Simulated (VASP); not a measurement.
Set up this calculation in VASP 6.6.1, as the native input.

* Task: single point
* Functional: r2SCAN
* Potentials or basis: VASP PAW PBE potentials, release 64 (Sn_d, O)
* Cutoff: 520 eV
* k mesh: 10 × 10 × 8
* Occupations: gaussian, width 0.01 eV
* Spin: no spin polarisation
* Dipole correction: no
* Further INCAR settings: ALGO = Normal; EDIFF = 1e-06; NBANDS = 28

Crystal: SnO.

```
Sn O
1.0
     3.80870    0.00000    0.00000
     0.00000    3.80870    0.00000
     0.00000    0.00000    4.93087
Sn O
2 2
Direct
  0.50000 0.00000 0.23258
  0.00000 0.50000 0.76742
  0.00000 0.00000 0.00000
  0.50000 0.50000 0.00000
```

One way to write it, as run:

POSCAR

```
SnO
1.0
    3.8087040962      0.0000000000      0.0000000000
    0.0000000000      3.8087040962      0.0000000000
    0.0000000000      0.0000000000      4.9308715784
Sn O
2 2
Direct
    0.5000000000      0.0000000000      0.2325790632
    0.0000000000      0.5000000000      0.7674209368
    0.0000000000      0.0000000000      0.0000000000
    0.5000000000      0.5000000000      0.0000000000
```

INCAR.step1

```
ALGO = Normal
EDIFF = 1E-4
ENCUT = 520
GGA = PE
ISMEAR = 0
LASPH = T
LCHARG = F
LREAL = F
LWAVE = T
NBANDS = 28
NELM = 100
PREC = Accurate
SIGMA = 0.01
```

INCAR.step2

```
ALGO = Normal
EDIFF = 1E-6
ENCUT = 520
ISIF = 2
ISMEAR = 0
ISTART = 1
LASPH = T
LCHARG = F
LMIXTAU = T
LREAL = F
LWAVE = F
METAGGA = R2SCAN
NBANDS = 28
NELM = 100
PREC = Accurate
SIGMA = 0.01
```

KPOINTS

```
k-points
0
Gamma
  10 10 8
```

Potentials or basis: VASP PAW PBE potentials, release 64 (Sn_d, O).

Launch:

```sh
$ cat potpaw_PBE.64/Sn_d/POTCAR potpaw_PBE.64/O/POTCAR > POTCAR
$ cp INCAR.step1 INCAR
$ mpirun -np 1 vasp_std > vasp.out
$ cp INCAR.step2 INCAR
$ mpirun -np 1 vasp_std > vasp.out
```

It gave:

| Item | Value |
| --- | --- |
| Pressure | 0.6 GPa |
| Largest force | 0.141 eV/Å |
| Band gap on the k mesh | 0.37 eV, indirect (least direct gap 2.32 eV) |

Caveat: the PAW data sets were made with another functional, which shifts forces and pressure a little; spin-orbit coupling is left out, which moves the levels of the heavy elements.

Wall time 3.9 min on 1 thread of Intel(R) Xeon(R) 6975P-C (Granite Rapids) (shared host), peak memory 0.3 GiB.
